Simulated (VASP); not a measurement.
# GaSb (I4mm) in VASP: single point with r2SCAN

Aim: the single point of GaSb with r2SCAN.

All numbers are computed with VASP 6.6.1; they aren't measurements. Logs are shortened: lines on timing, memory, paths and dates and some standing lists are left out, and cuts for length are marked.

## Step 1: The cell of the first run

Symmetry: I4mm, No. 107, tetragonal system. Conventional cell: a = 3.874 Å, b = 3.874 Å, c = 7.035 Å, α = 90.00°, β = 90.00°, γ = 90.00°. Within 3.6 Å of Ga (site symmetry 4mm) lie 5 Sb at 2.72 to 2.85 Å. Within 3.6 Å of Sb (site symmetry 4mm) lie 5 Ga at 2.72 to 2.85 Å.

## Step 2: Single point, r2SCAN

POSCAR

```
GaSb
1.0
   -1.9367620161      1.9367620161      3.5175686779
    1.9367620161     -1.9367620161      3.5175686779
    1.9367620161      1.9367620161     -3.5175686779
Ga Sb
1 1
Direct
    0.2447460298      0.2447460298      0.0000000000
    0.8582265602      0.8582265602      0.0000000000
```

INCAR.step1

```
SYSTEM = GaSb
PREC = Accurate
ENCUT = 550
ISMEAR = 0
SIGMA = 0.1
LREAL = .False.
LASPH = .True.
NELM = 120
NBANDS = 16
GGA = PE
ALGO = Normal
EDIFF = 1E-5
LWAVE = .True.
LCHARG = .False.
GGA_COMPAT = .False.
```

INCAR.step2

```
SYSTEM = GaSb
PREC = Accurate
ENCUT = 550
EDIFF = 1E-6
ISMEAR = 0
SIGMA = 0.1
LREAL = .False.
LASPH = .True.
NELM = 120
ALGO = Normal
ISIF = 2
LWAVE = .False.
LCHARG = .False.
METAGGA = R2SCAN
LMIXTAU = .True.
NBANDS = 16
ISTART = 1
GGA_COMPAT = .False.
```

KPOINTS

```
regular mesh
0
Gamma
  16 16 16
  0 0 0
```

Potentials or basis: VASP PAW PBE potentials, release 64 (Ga_d, Sb).

Command:

```bash
> cat potpaw_PBE.64/Ga_d/POTCAR potpaw_PBE.64/Sb/POTCAR > POTCAR
> cp INCAR.step1 INCAR
> mpirun -np 1 vasp_std > vasp.out
> cp INCAR.step2 INCAR
> mpirun -np 1 vasp_std > vasp.out
```

OUTCAR:

```text
SYSTEM = GaSb
   PREC = Accurate
   ENCUT = 550
   EDIFF = 1E-6
   ISMEAR = 0
   LREAL = .False.
   LASPH = .True.
   NELM = 120
   ISIF = 2
   METAGGA = R2SCAN
   ISTART = 1

 ion  position               nearest neighbor table
   1  0.245  0.245  0.000-   2 2.72   2 2.85   2 2.85   2 2.85   2 2.85
   2  0.858  0.858  0.000-   1 2.72   1 2.85   1 2.85   1 2.85   1 2.85

  LATTYP: Found a body centered tetragonal cell.
 ALAT       =     3.8735240322
 C/A-ratio  =     1.8162111032

  Lattice vectors:

 A1 = (  -1.9367620161,   1.9367620161,   3.5175686779)
 A2 = (   1.9367620161,  -1.9367620161,   3.5175686779)
 A3 = (   1.9367620161,   1.9367620161,  -3.5175686779)

Analysis of symmetry for initial positions (statically):
=====================================================================
 Subroutine PRICEL returns:
 Original cell was already a primitive cell.

 Routine SETGRP: Setting up the symmetry group for a
 body centered tetragonal supercell.

 Subroutine GETGRP returns: Found  8 space group operations
 (whereof  8 operations were pure point group operations)
 out of a pool of 16 trial point group operations.

The static configuration has the point symmetry C_4v.

Analysis of symmetry for dynamics (positions and initial velocities):
=====================================================================
 Subroutine PRICEL returns:
 Original cell was already a primitive cell.

 Routine SETGRP: Setting up the symmetry group for a
 body centered tetragonal supercell.

 Subroutine GETGRP returns: Found  8 space group operations
 (whereof  8 operations were pure point group operations)
 out of a pool of 16 trial point group operations.

The dynamic configuration has the point symmetry C_4v.

 Subroutine INISYM returns: Found  8 space group operations
 (whereof  8 operations are pure point group operations),
 and found     1 'primitive' translations

----------------------------------------------------------------------------------------

                                     Primitive cell

  volume of cell :      52.7783

  direct lattice vectors                    reciprocal lattice vectors
    -1.936762016  1.936762016  3.517568678     0.000000000  0.258162849  0.142143636
     1.936762016 -1.936762016  3.517568678     0.258162849  0.000000000  0.142143636
     1.936762016  1.936762016 -3.517568678     0.258162849  0.258162849  0.000000000

  length of vectors
     4.458181649  4.458181649  4.458181649     0.294708109  0.294708109  0.365097402

  position of ions in fractional coordinates (direct lattice)
     0.244746030  0.244746030  0.000000000
     0.858226560  0.858226560  0.000000000

  ion indices of the primitive-cell ions
   primitive index   ion index
                 1           1
                 2           2

----------------------------------------------------------------------------------------

 KPOINTS: regular mesh

Automatic generation of k-mesh.
 Grid dimensions read from file:
 generate k-points for:   16   16   16

 Generating k-lattice:

  Cartesian coordinates                     Fractional coordinates (reciprocal lattice)
     0.000000000  0.016135178  0.008883977     0.062500000 -0.000000000  0.000000000
     0.016135178  0.000000000  0.008883977    -0.000000000  0.062500000  0.000000000
     0.016135178  0.016135178  0.000000000     0.000000000  0.000000000  0.062500000

  Length of vectors
     0.018419257  0.018419257  0.022818588

  Shift w.r.t. Gamma in fractional coordinates (k-lattice)
     0.000000000  0.000000000  0.000000000

 Subroutine IBZKPT returns following result:
 ===========================================

 Found    349 irreducible k-points:

 Following reciprocal coordinates:
            Coordinates               Weight
  0.000000  0.000000  0.000000      1.000000
  0.062500  0.000000  0.000000      8.000000
  0.125000  0.000000  0.000000      8.000000
  0.187500  0.000000  0.000000      8.000000
  0.250000  0.000000  0.000000      8.000000
  0.312500 -0.000000  0.000000      8.000000
[... 16 lines left out ...]
 -0.125000  0.062500  0.000000     16.000000
 -0.062500  0.062500  0.000000      4.000000
 [... further k-points ...]
   k-points           NKPTS =    349   k-points in BZ     NKDIM =    349   number of bands    NBANDS=     16
   number of dos      NEDOS =    301   number of ions     NIONS =      2
   total plane-waves  NPLWV =  46656
   dimension x,y,z NGX =    36 NGY =   36 NGZ =   36
   dimension x,y,z NGXF=    72 NGYF=   72 NGZF=   72
   ions per type =               1   1
   NGX,Y,Z   is equivalent  to a cutoff of  13.42, 13.42, 13.42 a.u.
   NGXF,Y,Z  is equivalent  to a cutoff of  26.85, 26.85, 26.85 a.u.
 SYSTEM =  GaSb
   PREC   = accura    normal or accurate (medium, high low for compatibility)
   ISTART =      1    job   : 0-new  1-cont  2-samecut
   ICHARG =      0    charge: 1-file 2-atom 10-const
   ISPIN  =      1    spin polarized calculation?
   LNONCOLLINEAR =      F non collinear calculations
   LSORBIT =      F    spin-orbit coupling
   LASPH  =      T    aspherical Exc in radial PAW
   ENCUT  =  550.0 eV  40.42 Ry    6.36 a.u.   8.53  8.53  8.53*2*pi/ulx,y,z
   NELM   =    120;   NELMIN=  2; NELMDL=  0     # of ELM steps
   EDIFF  = 0.1E-05   stopping-criterion for ELM
   LREAL  =      F    real-space projection
   EDIFFG = 0.1E-04   stopping-criterion for IOM
   NSW    =      0    number of steps for IOM
   IBRION =     -1    ionic relax: 0-MD 1-quasi-New 2-CG
   NFREE  =      0    steps in history (QN), initial steepest desc. (CG)
   ISIF   =      2    stress and relaxation
   ISYM   =      2    0-nonsym 1-usesym 2-fastsym
   POTIM  = 0.5000    time-step for ionic-motion
   TEBEG  =    0.0;   TEEND  =   0.0 temperature during run
   PSTRESS=    0.0 pullay stress
   NELECT =      18.0000    total number of electrons
   NUPDOWN=      -1.0000    fix difference up-down
   EMIN   =  10.00;   EMAX   =-10.00  energy-range for DOS
   EFERMI =   0.00;   METHOD = LEGACY
   ISMEAR =     0;   SIGMA  =   0.10  broadening in eV -4-tet -1-fermi 0-gaus
   EFERMI_NEDOS =   21; number of points for ismear=-14 and -15
   IALGO  =     38    algorithm
   IMIX   =      4    mixing-type and parameters
     AMIX     =   0.40;   BMIX     =  1.00
     AMIX_MAG =   1.60;   BMIX_MAG =  1.00
  volume/ion in A,a.u.               =      26.39       178.08
  Fermi-wavevector in a.u.,A,eV,Ry     =   1.143793  2.161455 17.799980  1.308262
  Thomas-Fermi vector in A             =   2.280487
   LORBIT       =      0    0 simple, 1 ext, 2 COOP (PROOUT), +10 PAW based schemes
   METAGGA = R2SCAN    functional components
   LHFCALC =     F    Hartree Fock is set to
   AEXX    =    0.0000 exact exchange contribution
   IVDW    =     0    specifies the selected vdW correction
   LEPSILON=     F    determine dielectric tensor
   LRPA    =     F    only Hartree local field effects (RPA)
 non-spin polarized calculation
 Gauss-broadening in eV      SIGMA  =   0.10
  energy-cutoff  :      550.00
  volume of cell :       52.78
 maximum number of plane-waves:      1583
 NGX is ok and might be reduce to    36
   NGX = 17   NGY = 17   NGZ = 17

 number of electron      18.0000004 magnetization

 Free energy of the ion-electron system (eV)
  ---------------------------------------------------
  ext. energy  EPLUGINS =         0.00000000
  ---------------------------------------------------
  free energy    TOTEN  =       -37.09373602 eV

  energy without entropy =      -37.08818696  energy(sigma->0) =      -37.09096149

 E-fermi :   5.2595     XC(G=0): -10.3241

 val. band max:        5.2573656009   @ k =  -0.2500   0.3750   0.1250
 cond. band min:       5.2686524316   @ k =  -0.0625  -0.1875   0.0625
 fundamental gap:      0.0112868306
 Fermi energy:         5.2594593202

 k-point     1 :       0.0000    0.0000    0.0000
  band No.  band energies     occupation
      1      -9.9794      2.00000
      2      -9.9762      2.00000
      3      -9.9739      2.00000
      4      -9.9449      2.00000
      5      -9.9449      2.00000
      6      -6.6306      2.00000
[... 8 lines left out ...]
     15      12.6658      0.00000
     16      14.1883      0.00000

 k-point     2 :       0.0625    0.0000    0.0000
  band No.  band energies     occupation
      1      -9.9793      2.00000
      2      -9.9771      2.00000
      3      -9.9731      2.00000
      4      -9.9453      2.00000
      5      -9.9445      2.00000
      6      -6.5819      2.00000
[... 8 lines left out ...]
     15      12.8846      0.00000
     16      14.3517      0.00000

 k-point     3 :       0.1250    0.0000    0.0000
  band No.  band energies     occupation
      1      -9.9797      2.00000
      2      -9.9794      2.00000
      3      -9.9705      2.00000
      4      -9.9464      2.00000
      5      -9.9432      2.00000
      6      -6.4367      2.00000
[... 8 lines left out ...]
     15      13.3281      0.00000
     16      14.3502      0.00000

 k-point     4 :       0.1875    0.0000    0.0000
  band No.  band energies     occupation
      1      -9.9835      2.00000
      2      -9.9802      2.00000
      3      -9.9665      2.00000
      4      -9.9477      2.00000
      5      -9.9414      2.00000
      6      -6.1977      2.00000
[... 8 lines left out ...]
     15      13.5831      0.00000
     16      14.2267      0.00000
[... 324 lines left out ...]
 k-point    22 :      -0.1875    0.0625    0.0000
  band No.  band energies     occupation
      1      -9.9852      2.00000
      2      -9.9777      2.00000
      3      -9.9656      2.00000
      4      -9.9482      2.00000
      5      -9.9422      2.00000
      6      -6.2107      2.00000
[... 8 lines left out ...]
     15      13.0584      0.00000
     16      14.2950      0.00000

 k-point    23 :      -0.1250    0.0625    0.0000
  band No.  band energies     occupation
      1      -9.9810      2.00000
      2      -9.9775      2.00000
      3      -9.9699      2.00000
      4      -9.9466      2.00000
      5      -9.9439      2.00000
      6      -6.4298      2.00000
[... 8 lines left out ...]
     15      12.8773      0.00000
     16      14.3492      0.00000

 k-point    24 :      -0.0625    0.0625    0.0000
  band No.  band energies     occupation
      1      -9.9784      2.00000
      2      -9.9780      2.00000
      3      -9.9724      2.00000
      4      -9.9454      2.00000
      5      -9.9448      2.00000
      6      -6.5543      2.00000
[... 8 lines left out ...]
     15      12.8549      0.00000
     16      14.4464      0.00000

 [... further k-points ...]
[... 5 lines left out ...]
  --------------------------------------------------------------------------------------
  -------------------------------------------------------------------------------------
  Total       -0.5718081     -0.5718081     -0.5853624      0.0000000      0.0000000      0.0000000
  in kB      -17.3582443    -17.3582443    -17.7697101      0.0000000      0.0000000      0.0000000
  external PRESSURE =     -17.4953996 kB  Pullay stress =       0.0000000 kB

 VOLUME and BASIS-vectors are now :
 -----------------------------------------------------------------------------
  energy-cutoff  :      550.00
  volume of cell :       52.78
      direct lattice vectors                 reciprocal lattice vectors
    -1.936762016  1.936762016  3.517568678     0.000000000  0.258162849  0.142143636
     1.936762016 -1.936762016  3.517568678     0.258162849  0.000000000  0.142143636
     1.936762016  1.936762016 -3.517568678     0.258162849  0.258162849  0.000000000

 POSITION                                       TOTAL-FORCE (eV/Angst)
 -----------------------------------------------------------------------------------
      0.00000      0.00000      1.72182        -0.000000     -0.000000     -0.037727
      0.00000      0.00000      6.03774         0.000000      0.000000      0.037727
 -----------------------------------------------------------------------------------
    total drift:                               -0.000001     -0.000001     -0.000408

  FREE ENERGIE OF THE ION-ELECTRON SYSTEM (eV)
  ---------------------------------------------------
  free  energy   TOTEN  =       -37.0937360176 eV

  energy  without entropy=      -37.0881869648  energy(sigma->0) =      -37.09096149
```

Run time: 26 min. Hardware: 1 thread of Oxide Virtual Turin-like, shared host; peak memory 0.44 GiB.

Results:

```yaml
Free_energy: -37.0937 eV
Pressure: -1.7 GPa
Largest_force: 0.038 eV/Å
Band_gap_on_the_k_mesh: zero (bands 9 and 10 overlap by 2.78 eV)
```

Forces in eV/Å, atoms in the order of the input:
```
Ga   0.000  0.000 -0.038
Sb   0.000  0.000  0.038
```

Levels at points of the mesh, in eV from the Fermi level:
```csv
k point,band 6,band 7,band 8,band 9,band 10,band 11,band 12,band 13
"(0.00, 0.00, 0.00)",-11.89,-0.08,0.02,0.11,0.11,3.15,5.43,5.43
"(0.50, 0.00, 0.00)",-9.68,-7.13,-1.73,1.25,1.27,3.49,4.67,4.89
"(0.50, 0.50, 0.00)",-8.50,-4.62,-4.48,-3.16,-1.13,2.33,6.45,8.98
"(0.50, 0.50, 0.50)",-10.22,-6.38,-1.28,-1.28,-0.26,4.41,9.71,9.71
```

Caveat: the PAW data sets were made with another functional, which shifts forces and pressure a little; spin-orbit coupling is left out, which moves the levels of the heavy elements.
